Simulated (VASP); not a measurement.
Crystal: S.

```
CELL_PARAMETERS angstrom
5.79905 0.00000 0.00000
0.00000 5.79905 0.00000
0.00000 0.00000 4.64640
ATOMIC_POSITIONS crystal
S 0.32562 0.50000 0.50000
S 0.67438 0.50000 0.50000
S 0.50000 0.32562 0.00000
S 0.50000 0.67438 0.00000
```

The cell was generated, and may not be a known phase.

* Program: VASP 6.6.1
* Task: relaxation of cell and atoms
* Functional: PBE
* Potentials or basis: VASP PAW PBE potentials, release 64 (S)
* Cutoff: 600 eV
* k mesh: 6 × 6 × 8
* Occupations: gaussian, width 0.01 eV
* Spin: no spin polarisation

At the start: pressure -0.1 GPa; volume 39.06 Å³/atom.

Q: Where does the relaxation end?

A: Over 33 steps the energy falls by 10.0 meV/atom and the volume is 35.75 Å³/atom (-8.5 %); space group P4_2/mmc (No. 131, to 0.1 Å) before and after.

The path:
| step | energy change (eV) | largest force (eV/Å) | pressure (GPa) | volume (Å³) |
| --- | --- | --- | --- | --- |
| 1 | 0.0000 | 0.1536 | -0.13 | 156.25 |
| 2 | -0.0076 | 0.1725 | 0.56 | 155.54 |
| 3 | -0.0077 | 0.1815 | 0.58 | 155.52 |
| 4 | -0.0123 | 0.1664 | 0.67 | 155.77 |
| 5 | -0.0235 | 0.3611 | 0.74 | 156.52 |
| 6 | -0.0319 | 0.1693 | 0.30 | 157.75 |
| 7 | -0.0340 | 0.0113 | -0.06 | 158.80 |
| 8 | -0.0340 | 0.0194 | -0.05 | 158.76 |
| 9 | -0.0341 | 0.0179 | -0.05 | 158.68 |
| 10 | -0.0342 | 0.0099 | -0.06 | 158.45 |
| 11 | -0.0344 | 0.0045 | -0.06 | 157.98 |
| 12 | -0.0347 | 0.0329 | -0.07 | 157.06 |
| 13 | -0.0347 | 0.0866 | -0.09 | 155.21 |
| 14 | -0.0348 | 0.0600 | -0.08 | 156.16 |
| 15 | -0.0348 | 0.0582 | -0.08 | 156.11 |
| 16 | -0.0349 | 0.0550 | -0.07 | 155.98 |
| 17 | -0.0350 | 0.0489 | -0.06 | 155.72 |
| 18 | -0.0353 | 0.0362 | -0.03 | 155.20 |
| 19 | -0.0357 | 0.0105 | 0.02 | 154.16 |
| 20 | -0.0362 | 0.0430 | 0.14 | 152.10 |
| 21 | -0.0355 | 0.1559 | 0.40 | 148.01 |
| 22 | -0.0362 | 0.0751 | 0.20 | 151.00 |
| 23 | -0.0365 | 0.0730 | 0.21 | 150.51 |
| 24 | -0.0373 | 0.0676 | 0.21 | 149.02 |
| 25 | -0.0384 | 0.0605 | 0.21 | 146.06 |
| 26 | -0.0391 | 0.0604 | 0.25 | 140.24 |
| 27 | -0.0390 | 0.0669 | 0.20 | 143.36 |
| 28 | -0.0391 | 0.0658 | 0.23 | 141.79 |
| 29 | -0.0397 | 0.0171 | 0.06 | 142.38 |
| 30 | -0.0397 | 0.0509 | -0.03 | 142.64 |
| 31 | -0.0397 | 0.0339 | 0.01 | 142.52 |
| 32 | -0.0399 | 0.0208 | 0.00 | 142.71 |
| 33 | -0.0400 | 0.0018 | -0.01 | 142.98 |

Final structure:
```
S
1.0
     5.45130    0.00000    0.00000
     0.00000    5.45130    0.00000
     0.00000    0.00000    4.81160
S
4
Direct
  0.31718 0.50000 0.50000
  0.68281 0.50000 0.50000
  0.50000 0.31718 0.00000
  0.50000 0.68281 0.00000
```

Caveat: this functional lacks dispersion, which holds the molecules together, so the pressure and a relaxed volume are unreliable; this functional lacks dispersion, which binds layers or chains, so the pressure and a relaxed spacing across them are unreliable.
